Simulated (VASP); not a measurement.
Write the native input for VASP 6.6.1 that does the following.

- Task: single point
- Functional: PBEsol
- Potentials or basis: VASP PAW PBE potentials, release 64 (Ag)
- Cutoff: 520 eV
- k mesh: 20 × 20 × 20
- Occupations: gaussian, width 0.15 eV
- Spin: no spin polarisation
- Dipole correction: no
- Further INCAR settings: ALGO = Fast; EDIFF = 1e-06; NBANDS = 12

The structure of Ag lies in POSCAR:

```
Ag
1.0
   -1.5894278400      1.5894278400      1.6556540000
    1.5894278400     -1.5894278400      1.6556540000
    1.5894278400      1.5894278400     -1.6556540000
Ag
1
Direct
    0.0000000000      0.0000000000      0.0000000000
```

This cell differs from its parent crystal: strain -0.040 along x and y, +0.000 along z.

The input as run:

INCAR

```
ALGO = Fast
EDIFF = 1E-6
ENCUT = 520
GGA = PS
ISIF = 2
ISMEAR = 0
LASPH = T
LCHARG = F
LREAL = F
LWAVE = F
NBANDS = 12
NELM = 100
PREC = Accurate
SIGMA = 0.15
```

KPOINTS

```
k-points
0
Gamma
  20 20 20
```

Potentials or basis: VASP PAW PBE potentials, release 64 (Ag).

Run with:

```console
$ cat potpaw_PBE.64/Ag/POTCAR > POTCAR
$ mpirun -np 1 vasp_std > vasp.out
```

Results of the run:

```yaml
Pressure: 0.2 GPa
Band_gap_on_the_k_mesh: zero (an odd number of electrons rules out a gap without spin polarisation)
```

Caveat: the cell differs from its parent crystal (strain -0.040 along x and y, +0.000 along z); the PAW data sets were made with another functional, which shifts forces and pressure a little.

Run time: 2.1 min on 1 thread of Intel Xeon 8259CL, on a shared host, peak memory 0.24 GiB.
